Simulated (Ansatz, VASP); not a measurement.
# Sn in VASP and in Ansatz

```
Sn
1.0
     0.00000    3.23808    3.23808
     3.23808    0.00000    3.23808
     3.23808    3.23808    0.00000
Sn
2
Direct
  0.50000 0.50000 0.50000
  0.75000 0.75000 0.75000
```

Alike in both runs: task single point; functional LDA; k mesh 9 × 9 × 9; occupations fermi-dirac, width 0.6 eV; no spin polarisation.

|  | VASP | Ansatz |
| --- | --- | --- |
| version | VASP 6.6.1 | Ansatz 0.2.0 |
| potentials or method | VASP PAW LDA potentials, release 64 (Sn_d), cutoff 520 eV | plane waves (420 eV) with PAW, scalar-relativistic |
| valence electrons in the cell | 28 | 28 |

|  | VASP | Ansatz | Ansatz less VASP |
| --- | --- | --- | --- |
| pressure (GPa) | 1.5 | 1.5 | +0.01 |

Ansatz warns that its potentials were made for another functional, while VASP's fit it. LDA's correlation is that of Perdew and Zunger in VASP and of Perdew and Wang (1992) in Ansatz.
